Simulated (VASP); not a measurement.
# Ba2LuRuN6: single point with PBE

The system is Ba2LuRuN6.

```
Lu N Ru Ba
1.0
     0.00000    4.20074    4.20074
     4.20074    0.00000    4.20074
     4.20074    4.20074    0.00000
Lu N Ru Ba
1 6 1 2
Cartesian
  0.0000 0.0000 0.0000
  2.2104 4.2007 4.2007
  4.2007 2.2104 4.2007
  6.1911 4.2007 4.2007
  4.2007 6.1911 4.2007
  4.2007 4.2007 2.2104
  4.2007 4.2007 6.1911
  4.2007 4.2007 4.2007
  2.1004 2.1004 2.1004
  6.3011 6.3011 6.3011
```

* Program: VASP 6.6.1
* Task: single point
* Functional: PBE
* Potentials or basis: VASP PAW PBE potentials, release 64 (Lu, N, Ru_pv, Ba_sv)
* Cutoff: 520 eV
* k mesh: 4 × 4 × 4
* Occupations: fermi-dirac, width 0.1 eV
* Spin: no spin polarisation

- Pressure: 2.1 GPa
- Largest force: 0.866 eV/Å

Forces in eV/Å, atoms in the order of the input:
```
Lu   0.000  0.000  0.000
N    0.866  0.000  0.000
N    0.000  0.866  0.000
N   -0.866  0.000  0.000
N    0.000 -0.866  0.000
N    0.000  0.000  0.866
N    0.000  0.000 -0.866
Ru   0.000  0.000  0.000
Ba   0.000  0.000  0.000
Ba   0.000  0.000  0.000
```

Levels at points of the mesh, in eV from the Fermi level:
```csv
k point,band 41,band 42,band 43,band 44,band 45,band 46,band 47,band 48
"(0.00, 0.00, 0.00)",0.05,0.05,0.05,0.48,0.48,0.48,0.61,0.61
"(0.50, 0.00, 0.00)",-0.34,-0.34,-0.26,-0.26,-0.26,0.14,0.47,0.80
"(0.50, 0.50, 0.00)",-0.82,-0.67,-0.67,-0.61,0.07,0.07,0.48,1.19
```

Wall time 2.5 min on 1 thread of Intel(R) Xeon(R) Platinum 8375C CPU @ 2.90GHz (Ice Lake), on a shared host, peak memory 0.37 GiB.

Caveat: spin-orbit coupling is left out, which moves the levels of the heavy elements.
